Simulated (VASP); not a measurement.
Here is a VASP 6.6.1 calculation.

INCAR

```
SYSTEM = Y
PREC = Accurate ; ENCUT = 520
EDIFF = 1E-6 ; ISMEAR = 0
SIGMA = 0.05 ; LREAL = .False.
LASPH = .True. ; NELM = 100
ALGO = Normal ; ISIF = 2
LWAVE = .False. ; LCHARG = .False.
GGA = PE ; NBANDS = 12
```

The input KPOINTS:

```
Automatic mesh
0
Gamma
  6 6 6
  0 0 0
```

File POSCAR:

```
Y
1.0
    0.0000000000      2.5429281712      2.5429281712
    2.5429281712      0.0000000000      2.5429281712
    2.5429281712      2.5429281712      0.0000000000
Y
1
Direct
    0.0000000000      0.0000000000      0.0000000000
```

Potentials or basis: VASP PAW PBE potentials, release 64 (Y_sv).

The run is started by

```console
$ cat potpaw_PBE.64/Y_sv/POTCAR > POTCAR
$ mpirun -np 1 vasp_std > vasp.out
```

Task: Estimate the pressure.

Result: -0.8 GPa.
